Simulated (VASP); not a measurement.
# SiC (Moissanite 3C) (F-43m) in VASP: a series of runs, part 2 of 2

VASP 6.6.1. The steps go on from the part before.

### 4 Single point, PBE

This run uses another cell than the first one, of 10.35 Å³/atom, 0.980 times its volume.

INCAR

```
PREC = Accurate
ENCUT = 600
EDIFF = 1E-6
ISMEAR = -1
SIGMA = 0.03
LREAL = False
LASPH = True
NELM = 120
ALGO = Normal
ISIF = 2
LWAVE = False
LCHARG = True
GGA = PE
LELF = True
LVHAR = True
NBANDS = 11
GGA_COMPAT = False
```

KPOINTS

```
Automatic mesh
0
Gamma
  6 6 6
```

POSCAR

```
SiC
1.0
    0.0000000000      2.1790000000      2.1790000000
    2.1790000000      0.0000000000      2.1790000000
    2.1790000000      2.1790000000      0.0000000000
Si C
1 1
Direct
    0.0000000000      0.0000000000      0.0000000000
    0.7500000000      0.7500000000      0.7500000000
```

Potentials or basis: VASP PAW PBE potentials, release 64 (Si, C).

The run is started by

```
$ cat potpaw_PBE.64/Si/POTCAR potpaw_PBE.64/C/POTCAR > POTCAR
$ mpirun -np 1 vasp_std > vasp.out
```

OUTCAR:

```text
PREC = Accurate
   ENCUT = 600
   EDIFF = 1E-6
   ISMEAR = -1
   LREAL = False
   LASPH = True
   NELM = 120
   ISIF = 2
   GGA = PE

 ion  position               nearest neighbor table
   1  0.000  0.000  0.000-   2 1.89   2 1.89   2 1.89   2 1.89
   2  0.750  0.750  0.750-   1 1.89   1 1.89   1 1.89   1 1.89

  LATTYP: Found a face centered cubic cell.
 ALAT       =     4.3580000000

  Lattice vectors:

 A1 = (   0.0000000000,   2.1790000000,   2.1790000000)
 A2 = (   2.1790000000,   0.0000000000,   2.1790000000)
 A3 = (   2.1790000000,   2.1790000000,   0.0000000000)

Analysis of symmetry for initial positions (statically):
=====================================================================
 Subroutine PRICEL returns:
 Original cell was already a primitive cell.

 Routine SETGRP: Setting up the symmetry group for a
 face centered cubic supercell.

 Subroutine GETGRP returns: Found 24 space group operations
 (whereof 24 operations were pure point group operations)
 out of a pool of 48 trial point group operations.

The static configuration has the point symmetry T_d .

Analysis of symmetry for dynamics (positions and initial velocities):
=====================================================================
 Subroutine PRICEL returns:
 Original cell was already a primitive cell.

 Routine SETGRP: Setting up the symmetry group for a
 face centered cubic supercell.

 Subroutine GETGRP returns: Found 24 space group operations
 (whereof 24 operations were pure point group operations)
 out of a pool of 48 trial point group operations.

The dynamic configuration has the point symmetry T_d .

 Subroutine INISYM returns: Found 24 space group operations
 (whereof 24 operations are pure point group operations),
 and found     1 'primitive' translations

----------------------------------------------------------------------------------------

                                     Primitive cell

  volume of cell :      20.6920

  direct lattice vectors                    reciprocal lattice vectors
     0.000000000  2.179000000  2.179000000    -0.229463056  0.229463056  0.229463056
     2.179000000  0.000000000  2.179000000     0.229463056 -0.229463056  0.229463056
     2.179000000  2.179000000  0.000000000     0.229463056  0.229463056 -0.229463056

  length of vectors
     3.081571352  3.081571352  3.081571352     0.397441672  0.397441672  0.397441672

  position of ions in fractional coordinates (direct lattice)
     0.000000000  0.000000000  0.000000000
     0.750000000  0.750000000  0.750000000

  ion indices of the primitive-cell ions
   primitive index   ion index
                 1           1
                 2           2

----------------------------------------------------------------------------------------

 KPOINTS: Automatic mesh

Automatic generation of k-mesh.
 Grid dimensions read from file:
 generate k-points for:    6    6    6

 Generating k-lattice:

  Cartesian coordinates                     Fractional coordinates (reciprocal lattice)
    -0.038243843  0.038243843  0.038243843     0.166666667  0.000000000  0.000000000
     0.038243843 -0.038243843  0.038243843     0.000000000  0.166666667  0.000000000
     0.038243843  0.038243843 -0.038243843     0.000000000  0.000000000  0.166666667

  Length of vectors
     0.066240279  0.066240279  0.066240279

  Shift w.r.t. Gamma in fractional coordinates (k-lattice)
     0.000000000  0.000000000  0.000000000

 Subroutine IBZKPT returns following result:
 ===========================================

 Found     16 irreducible k-points:

 Following reciprocal coordinates:
            Coordinates               Weight
  0.000000  0.000000  0.000000      1.000000
  0.166667  0.000000  0.000000      8.000000
  0.333333  0.000000  0.000000      8.000000
  0.500000  0.000000  0.000000      4.000000
  0.166667  0.166667  0.000000      6.000000
  0.333333  0.166667  0.000000     24.000000
[... 8 lines left out ...]
 -0.333333  0.333333  0.166667     24.000000
 -0.333333  0.500000  0.166667     12.000000
   k-points           NKPTS =     16   k-points in BZ     NKDIM =     16   number of bands    NBANDS=     11
   number of dos      NEDOS =    301   number of ions     NIONS =      2
   total plane-waves  NPLWV =  21952
   dimension x,y,z NGX =    28 NGY =   28 NGZ =   28
   dimension x,y,z NGXF=    56 NGYF=   56 NGZF=   56
   ions per type =               1   1
   NGX,Y,Z   is equivalent  to a cutoff of  15.11, 15.11, 15.11 a.u.
   NGXF,Y,Z  is equivalent  to a cutoff of  30.21, 30.21, 30.21 a.u.
 SYSTEM =  unknown system
   PREC   = accura    normal or accurate (medium, high low for compatibility)
   ISTART =      0    job   : 0-new  1-cont  2-samecut
   ICHARG =      2    charge: 1-file 2-atom 10-const
   ISPIN  =      1    spin polarized calculation?
   LNONCOLLINEAR =      F non collinear calculations
   LSORBIT =      F    spin-orbit coupling
   LASPH  =      T    aspherical Exc in radial PAW
   ENCUT  =  600.0 eV  44.10 Ry    6.64 a.u.   6.15  6.15  6.15*2*pi/ulx,y,z
   NELM   =    120;   NELMIN=  2; NELMDL= -5     # of ELM steps
   EDIFF  = 0.1E-05   stopping-criterion for ELM
   LREAL  =      F    real-space projection
   EDIFFG = 0.1E-04   stopping-criterion for IOM
   NSW    =      0    number of steps for IOM
   IBRION =     -1    ionic relax: 0-MD 1-quasi-New 2-CG
   NFREE  =      0    steps in history (QN), initial steepest desc. (CG)
   ISIF   =      2    stress and relaxation
   ISYM   =      2    0-nonsym 1-usesym 2-fastsym
   POTIM  = 0.5000    time-step for ionic-motion
   TEBEG  =    0.0;   TEEND  =   0.0 temperature during run
   PSTRESS=    0.0 pullay stress
   NELECT =       8.0000    total number of electrons
   NUPDOWN=      -1.0000    fix difference up-down
   EMIN   =  10.00;   EMAX   =-10.00  energy-range for DOS
   EFERMI =   0.00;   METHOD = LEGACY
   ISMEAR =    -1;   SIGMA  =   0.03  broadening in eV -4-tet -1-fermi 0-gaus
   EFERMI_NEDOS =   21; number of points for ismear=-14 and -15
   IALGO  =     38    algorithm
   IMIX   =      4    mixing-type and parameters
     AMIX     =   0.40;   BMIX     =  1.00
     AMIX_MAG =   1.60;   BMIX_MAG =  1.00
  volume/ion in A,a.u.               =      10.35        69.82
  Fermi-wavevector in a.u.,A,eV,Ry     =   1.192626  2.253736 19.352338  1.422357
  Thomas-Fermi vector in A             =   2.328660
   LORBIT       =      0    0 simple, 1 ext, 2 COOP (PROOUT), +10 PAW based schemes
   GGA     = PE    functional components
   LHFCALC =     F    Hartree Fock is set to
   AEXX    =    0.0000 exact exchange contribution
   IVDW    =     0    specifies the selected vdW correction
   LEPSILON=     F    determine dielectric tensor
   LRPA    =     F    only Hartree local field effects (RPA)
 non-spin polarized calculation
  energy-cutoff  :      600.00
  volume of cell :       20.69
 maximum number of plane-waves:       701
 NGX is ok and might be reduce to    28
   NGX = 13   NGY = 13   NGZ = 13

 number of electron       8.0000000 magnetization

 Free energy of the ion-electron system (eV)
  ---------------------------------------------------
  ext. energy  EPLUGINS =         0.00000000
  ---------------------------------------------------
  free energy    TOTEN  =       -15.04848493 eV

  energy without entropy =      -15.04848493  energy(sigma->0) =      -15.04848493

 E-fermi :   8.8322     XC(G=0): -11.3542

 val. band max:        8.1138136776   @ k =   0.0000   0.0000   0.0000
 cond. band min:       9.4650439278   @ k =   0.5000   0.5000   0.0000
 fundamental gap:      1.3512302502
 Fermi energy:         8.8321648326

 k-point     1 :       0.0000    0.0000    0.0000
  band No.  band energies     occupation
      1      -7.2927      2.00000
      2       8.1138      2.00000
      3       8.1138      2.00000
      4       8.1138      2.00000
      5      14.3460      0.00000
      6      15.4154      0.00000
      7      15.4154      0.00000
      8      15.4154      0.00000
      9      22.6148      0.00000
     10      22.6148      0.00000
     11      24.5893      0.00000
[... 197 lines left out ...]
 k-point    16 :      -0.3333    0.5000    0.1667
  band No.  band energies     occupation
      1      -2.1040      2.00000
      2       0.8245      2.00000
      3       3.6060      2.00000
      4       3.7301      2.00000
      5      12.1025      0.00000
      6      15.2018      0.00000
      7      18.9435      0.00000
      8      20.3208      0.00000
      9      22.2934      0.00000
     10      25.8242      0.00000
     11      29.2530      0.00000

------------------------ aborting loop because EDIFF is reached ----------------------------------------

  FORCE on cell =-STRESS in cart. coord.  units (eV):
  Direction    XX          YY          ZZ          XY          YZ          ZX
  --------------------------------------------------------------------------------------
  -------------------------------------------------------------------------------------
  Total        0.4022195      0.4022195      0.4022195      0.0000000     -0.0000000      0.0000000
  in kB       31.1438335     31.1438335     31.1438335      0.0000000     -0.0000000      0.0000000
  external PRESSURE =      31.1438335 kB  Pullay stress =       0.0000000 kB

 VOLUME and BASIS-vectors are now :
 -----------------------------------------------------------------------------
  energy-cutoff  :      600.00
  volume of cell :       20.69
      direct lattice vectors                 reciprocal lattice vectors
     0.000000000  2.179000000  2.179000000    -0.229463056  0.229463056  0.229463056
     2.179000000  0.000000000  2.179000000     0.229463056 -0.229463056  0.229463056
     2.179000000  2.179000000  0.000000000     0.229463056  0.229463056 -0.229463056

 POSITION                                       TOTAL-FORCE (eV/Angst)
 -----------------------------------------------------------------------------------
      0.00000      0.00000      0.00000        -0.000000     -0.000000      0.000000
      3.26850      3.26850      3.26850         0.000000      0.000000     -0.000000
 -----------------------------------------------------------------------------------
    total drift:                                0.000000      0.000000      0.000000

  FREE ENERGIE OF THE ION-ELECTRON SYSTEM (eV)
  ---------------------------------------------------
  free  energy   TOTEN  =       -15.0484849309 eV

  energy  without entropy=      -15.0484849309  energy(sigma->0) =      -15.04848493
```

OSZICAR:

```text
N       E                     dE             d eps       ncg     rms          rms(c)
DAV:   1     0.403854872261E+01    0.40385E+01   -0.42378E+03   368   0.695E+02
DAV:   2    -0.162709983552E+02   -0.20310E+02   -0.19470E+02   443   0.113E+02
DAV:   3    -0.169079145566E+02   -0.63692E+00   -0.63601E+00   438   0.166E+01
DAV:   4    -0.169103888201E+02   -0.24743E-02   -0.24741E-02   394   0.132E+00
DAV:   5    -0.169103999095E+02   -0.11089E-04   -0.11089E-04   437   0.835E-02    0.881E+00
DAV:   6    -0.151069823022E+02    0.18034E+01   -0.64678E+00   382   0.114E+01    0.389E+00
DAV:   7    -0.150560270139E+02    0.50955E-01   -0.38686E-01   424   0.355E+00    0.178E+00
DAV:   8    -0.150482411250E+02    0.77859E-02   -0.20291E-02   394   0.957E-01    0.166E-01
DAV:   9    -0.150483696256E+02   -0.12850E-03   -0.15473E-03   431   0.227E-01    0.112E-01
DAV:  10    -0.150484825863E+02   -0.11296E-03   -0.23661E-04   397   0.933E-02    0.251E-02
DAV:  11    -0.150484845230E+02   -0.19367E-05   -0.41382E-05   412   0.332E-02    0.662E-03
DAV:  12    -0.150484849309E+02   -0.40794E-06   -0.19134E-06   317   0.839E-03
   1 F= -.15048485E+02 E0= -.15048485E+02  d E =-.135136E-10
```

stdout:

```text
POSCAR found type information on POSCAR SiC
 POSCAR found :  2 types and       2 ions
 scaLAPACK will be used
 LDA part: xc-table for (Slater+PW92), standard interpolation
 POSCAR, INCAR and KPOINTS ok, starting setup
 FFT: planning ... GRIDC
 FFT: planning ... GRID_SOFT
 FFT: planning ... GRID
 WAVECAR not read
 entering main loop
```

It took 3.9 s on 1 thread of Intel Xeon 6975P-C (Granite Rapids), shared host; peak memory 0.14 GiB.

What came out:

* Free energy: -15.0485 eV
* Pressure: 3.1 GPa
* Band gap on the k mesh: 1.35 eV, indirect (least direct gap 4.54 eV)

Levels at points of the mesh, in eV from the valence-band top:
| k point | band 1 | band 2 | band 3 | band 4 | band 5 | band 6 | band 7 | band 8 | band 9 |
| --- | --- | --- | --- | --- | --- | --- | --- | --- | --- |
| (0.00, 0.00, 0.00) | -15.41 | 0.00 | 0.00 | 0.00 | 6.23 | 7.30 | 7.30 | 7.30 | 14.50 |
| (0.50, 0.00, 0.00) | -11.84 | -8.54 | -1.05 | -1.05 | 5.43 | 7.22 | 7.22 | 10.05 | 16.20 |
| (0.50, 0.50, 0.00) | -10.39 | -7.80 | -3.19 | -3.19 | 1.35 | 4.32 | 14.03 | 14.03 | 14.79 |

A k mesh can miss the band edges. A hybrid or GW would open this gap; PBE tends to underestimate it.

### 5 Single point, PBE

This run uses another cell than the first one, of 10.35 Å³/atom, 0.980 times its volume.

INCAR

```
SYSTEM = SiC
ALGO = Normal ; EDIFF = 1E-6
ENCUT = 600 ; GGA = PE
GGA_COMPAT = .FALSE. ; ISIF = 2
ISMEAR = 0 ; LASPH = .TRUE.
LCHARG = .TRUE. ; LELF = .TRUE.
LREAL = .FALSE. ; LVHAR = .TRUE.
LWAVE = .FALSE. ; NBANDS = 11
NELM = 120 ; PREC = Accurate
SIGMA = 0.01
```

KPOINTS

```
k-points
0
G
  10 10 10
  0 0 0
```

POSCAR is that of step 4.

Potentials or basis: VASP PAW PBE potentials, release 64 (Si, C).

The run is started by

```
$ cat potpaw_PBE.64/Si/POTCAR potpaw_PBE.64/C/POTCAR > POTCAR
$ mpirun -np 1 vasp_std > vasp.out
```

OUTCAR:

```text
SYSTEM = SiC
   EDIFF = 1E-6
   ENCUT = 600
   GGA = PE
   ISIF = 2
   ISMEAR = 0
   LASPH = .TRUE.
   LREAL = .FALSE.
   NELM = 120
   PREC = Accurate

 ion  position               nearest neighbor table
   1  0.000  0.000  0.000-   2 1.89   2 1.89   2 1.89   2 1.89
   2  0.750  0.750  0.750-   1 1.89   1 1.89   1 1.89   1 1.89

  LATTYP: Found a face centered cubic cell.
 ALAT       =     4.3580000000

  Lattice vectors:

 A1 = (   0.0000000000,   2.1790000000,   2.1790000000)
 A2 = (   2.1790000000,   0.0000000000,   2.1790000000)
 A3 = (   2.1790000000,   2.1790000000,   0.0000000000)
[... 513 lines left out ...]
      7      19.7283      0.00000
      8      20.0387      0.00000
      9      21.8741      0.00000
     10      26.1840      0.00000
     11      29.3661      0.00000

 [... further k-points ...]
[... 5 lines left out ...]
  --------------------------------------------------------------------------------------
  -------------------------------------------------------------------------------------
  Total        0.3971037      0.3971037      0.3971037      0.0000000      0.0000000     -0.0000000
  in kB       30.7477158     30.7477158     30.7477158      0.0000000      0.0000000     -0.0000000
  external PRESSURE =      30.7477158 kB  Pullay stress =       0.0000000 kB

 VOLUME and BASIS-vectors are now :
 -----------------------------------------------------------------------------
  energy-cutoff  :      600.00
  volume of cell :       20.69
      direct lattice vectors                 reciprocal lattice vectors
     0.000000000  2.179000000  2.179000000    -0.229463056  0.229463056  0.229463056
     2.179000000  0.000000000  2.179000000     0.229463056 -0.229463056  0.229463056
     2.179000000  2.179000000  0.000000000     0.229463056  0.229463056 -0.229463056

 POSITION                                       TOTAL-FORCE (eV/Angst)
 -----------------------------------------------------------------------------------
      0.00000      0.00000      0.00000        -0.000000     -0.000000      0.000000
      3.26850      3.26850      3.26850         0.000000      0.000000     -0.000000
 -----------------------------------------------------------------------------------
    total drift:                                0.000000      0.000000      0.000000

  FREE ENERGIE OF THE ION-ELECTRON SYSTEM (eV)
  ---------------------------------------------------
  free  energy   TOTEN  =       -15.0591196916 eV

  energy  without entropy=      -15.0591196916  energy(sigma->0) =      -15.05911969
```

stdout:

```text
POSCAR found type information on POSCAR SiC
 POSCAR found :  2 types and       2 ions
 scaLAPACK will be used
 LDA part: xc-table for (Slater+PW92), standard interpolation
 POSCAR, INCAR and KPOINTS ok, starting setup
 FFT: planning ... GRIDC
 FFT: planning ... GRID_SOFT
 FFT: planning ... GRID
 WAVECAR not read
 entering main loop
```

Run time: 7.6 s. Hardware: 1 thread of Intel Xeon 6975P-C (Granite Rapids), shared host; peak memory 0.15 GiB.

What came out:

```
Free energy            : -15.0591 eV
Pressure               : 3.1 GPa
Band gap on the k mesh : 1.36 eV, indirect (least direct gap 4.54 eV)
```

Levels at points of the mesh, in eV from the valence-band top:
```csv
k point,band 2,band 3,band 4,band 5,band 6,band 7
"(0.00, 0.00, 0.00)",0.00,0.00,0.00,6.23,7.31,7.31
"(0.50, 0.00, 0.00)",-8.53,-1.05,-1.05,5.43,7.23,7.23
"(0.50, 0.50, 0.00)",-7.79,-3.18,-3.18,1.36,4.32,14.03
```

A k mesh can miss the band edges. As with any semilocal functional, this PBE gap is likely too small.

### 6 Single point, PBE

This run uses another cell than the first one, of 10.35 Å³/atom, 0.980 times its volume.

INCAR

```
PREC = Accurate
ENCUT = 600
EDIFF = 1E-6
ISMEAR = 0
SIGMA = 0.01
LREAL = F
LASPH = T
NELM = 120
ALGO = Normal
ISIF = 2
LWAVE = F
LCHARG = F
GGA = PE
NBANDS = 11
GGA_COMPAT = F
```

KPOINTS

```
Automatic mesh
0
Gamma
  6 6 6
```

POSCAR is that of step 5.

Potentials or basis: VASP PAW PBE potentials, release 64 (Si, C).

The run is started by

```
$ cat potpaw_PBE.64/Si/POTCAR potpaw_PBE.64/C/POTCAR > POTCAR
$ mpirun -np 1 vasp_std > vasp.out
```

Wall time 5.7 s (1 thread of Intel Xeon Platinum 8488C (Sapphire Rapids), shared host); peak memory 0.14 GiB.

Results (log left out):

| Item | Value |
| --- | --- |
| Free energy | -15.0485 eV |
| Pressure | 3.1 GPa |
| Band gap on the k mesh | 1.35 eV, indirect (least direct gap 4.54 eV) |

Levels at points of the mesh, in eV from the valence-band top:
| k point | band 2 | band 3 | band 4 | band 5 | band 6 | band 7 |
| --- | --- | --- | --- | --- | --- | --- |
| (0.00, 0.00, 0.00) | 0.00 | 0.00 | 0.00 | 6.23 | 7.30 | 7.30 |
| (0.50, 0.00, 0.00) | -8.54 | -1.05 | -1.05 | 5.43 | 7.22 | 7.22 |
| (0.50, 0.50, 0.00) | -7.80 | -3.19 | -3.19 | 1.35 | 4.32 | 14.03 |

A k mesh can miss the band edges. PBE gaps usually lie below the measured ones, often by a third to a half.

### 7 Summary

```csv
level,cell,k mesh,cutoff (eV),smearing,gap on the mesh (eV),pressure (GPa)
r2SCAN+rVV10,"a = 3.102 Å, angles 60.0°, 2 atoms",10 × 10 × 10,660,fermi-dirac 0.05 eV,1.70,-5.5
r2SCAN+rVV10,"a = 3.122 Å, angles 60.0°, 2 atoms",10 × 10 × 10,660,fermi-dirac 0.05 eV,1.72,-9.4
PBE,"a = 3.082 Å, angles 60.0°, 2 atoms",6 × 6 × 6,600,fermi-dirac 0.03 eV,1.35,3.1
PBE,"a = 3.082 Å, angles 60.0°, 2 atoms",10 × 10 × 10,600,gaussian 0.01 eV,1.36,3.1
PBE,"a = 3.082 Å, angles 60.0°, 2 atoms",6 × 6 × 6,600,gaussian 0.01 eV,1.35,3.1
```

Alike in all rows: task single point; potentials or basis VASP PAW PBE potentials, release 64 (Si, C); no spin polarisation.

Caveats: the PAW data sets were made with another functional, which shifts forces and pressure a little (some runs).

Absolute energies hang on the potentials; compare differences alone.
